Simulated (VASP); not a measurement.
Set up this calculation in VASP 6.6.1, as the native input.

- Task: relaxation of cell and atoms
- Functional: PBE
- Potentials or basis: VASP PAW PBE potentials, release 64 (Cs_sv, B, H)
- Cutoff: 600 eV
- k mesh: 4 × 4 × 4
- Occupations: gaussian, width 0.1 eV
- Spin: no spin polarisation
- Dipole correction: no
- Further INCAR settings: ALGO = Normal; EDIFF = 1e-06; IBRION = 2; EDIFFG = -0.04; NSW = 90; ISIF = 3

The structure of CsBH3 lies in POSCAR:

```
CsBH3
1.0
    4.0852620700      0.0000000000      0.0000000000
    0.0000000000      4.0852620700      0.0000000000
    0.0000000000      0.0000000000      4.0852620700
Cs B H
1 1 3
Direct
    0.5000000000      0.5000000000      0.5000000000
    0.0000000000      0.0000000000      0.0000000000
    0.5000000000      0.0000000000      0.0000000000
    0.0000000000      0.5000000000      0.0000000000
    0.0000000000      0.0000000000      0.5000000000
```

These files were run (other wordings do the same):

INCAR

```
SYSTEM = CsBH3
ALGO = Normal
EDIFF = 1E-6
EDIFFG = -0.04
ENCUT = 600
GGA = PE
IBRION = 2
ISIF = 3
ISMEAR = 0
LASPH = .True.
LCHARG = .False.
LREAL = .False.
LWAVE = .False.
NELM = 60
NSW = 90
PREC = Accurate
SIGMA = 0.1
```

KPOINTS

```
k-points
0
Gamma
  4 4 4
  0 0 0
```

Potentials or basis: VASP PAW PBE potentials, release 64 (Cs_sv, B, H).

Command:

```console
$ cat potpaw_PBE.64/Cs_sv/POTCAR potpaw_PBE.64/B/POTCAR potpaw_PBE.64/H/POTCAR > POTCAR
$ mpirun -np 1 vasp_std > vasp.out
```

It gave:

```
Relaxed volume                        : 10.85 Å³/atom
Relaxed cell                          : a = 3.785 Å, b = 3.785 Å, c = 3.785 Å, α = 90.00°, β = 90.00°, γ = 90.00°
Space group after relaxing (to 0.1 Å) : Pm-3m (No. 221)
Energy gained by relaxing             : 77.8 meV/atom
Ionic steps                           : 4
Pressure after relaxing               : 0.4 GPa
Band gap on the k mesh                : zero (an odd number of electrons rules out a gap without spin polarisation)
```

Caveat: the k points lie up to 0.41 Å⁻¹ apart in the final cell, too coarse for converged energies and pressures of a metal; the volume moved by over 15 % at a fixed basis, so the end points are rough; spin-orbit coupling is left out, which moves the levels of the heavy elements.

Run time: 62 s on 1 thread of Intel Xeon 8259CL, on a shared host, peak memory 0.22 GiB.
